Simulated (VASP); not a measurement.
Input of a VASP 6.6.1 run:

File INCAR:

```
SYSTEM = BaS
PREC = Accurate ; ENCUT = 500
EDIFF = 1E-6 ; ISMEAR = 0
SIGMA = 0.01 ; LREAL = .FALSE.
LASPH = .TRUE. ; NELM = 120
ALGO = Normal ; ISIF = 2
LWAVE = .FALSE. ; LCHARG = .FALSE.
GGA = PS ; NBANDS = 15
GGA_COMPAT = .FALSE.
```

File KPOINTS:

```
regular mesh
0
G
  4 4 4
  0 0 0
```

POSCAR

```
BaS
1.0
    0.0000000000      3.5194117709      3.5194117709
    3.5194117709      0.0000000000      3.5194117709
    3.5194117709      3.5194117709      0.0000000000
Ba S
1 1
Direct
    0.0000000000      0.0000000000      0.0000000000
    0.2500000000      0.2500000000      0.2500000000
```

Potentials or basis: VASP PAW PBE potentials, release 64 (Ba_sv, S).

Command:

```bash
$ cat potpaw_PBE.64/Ba_sv/POTCAR potpaw_PBE.64/S/POTCAR > POTCAR
$ mpirun -np 1 vasp_std > vasp.out
```

Question: Predict the band gap on the k mesh.

Answer: 2.63 eV (least direct gap 3.32 eV).

Question: Estimate the pressure.

Answer: -0.8 GPa.

Caveat: the PAW data sets were made with another functional, which shifts forces and pressure a little; spin-orbit coupling is left out, which moves the levels of the heavy elements. A k mesh can miss the band edges.
